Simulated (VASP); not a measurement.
Runs of VASP 6.6.1 on Zn3S. The structure is that of space group Pm-3m (No. 221), or close to it. The cells are those of the table. 

```tsv
task	cell	k mesh	cutoff (eV)	gap on the mesh (eV)	pressure (GPa)	relaxed volume (Å³/atom)
single point	a = 4.047 Å, 4 atoms	12 × 12 × 12	520	none	0.1	-
relaxation of cell and atoms	relaxed from a = 4.037 Å, 4 atoms	12 × 12 × 12	600	none	0.0	16.58
single point	a = 4.038 Å, 4 atoms	4 × 4 × 4	520	none	0.1	-
relaxation of cell and atoms	relaxed from a = 3.954 Å, 4 atoms	4 × 4 × 4	600	none	-0.1	16.53
relaxation of cell and atoms	relaxed from a = 3.939, b = 3.939, c = 3.898 Å, 4 atoms	4 × 4 × 4	600	none	-0.3	16.59
relaxation of cell and atoms	relaxed from a = 4.038 Å, 4 atoms	12 × 12 × 12	600	none	0.0	16.58
single point	a = 4.045, b = 4.045, c = 4.021 Å, 4 atoms	4 × 4 × 4	520	none	(a)	-
```

Alike in all rows: level PBE; potentials or basis VASP PAW PBE potentials, release 64 (Zn, S); no spin polarisation; smearing gaussian 0.1 eV.

**Question.** Estimate the missing entries.

**Answer.** (a) 0.3.

Caveats: some runs use coarse meshes.

A gap of «none» marks levels without a gap at the run's occupations.
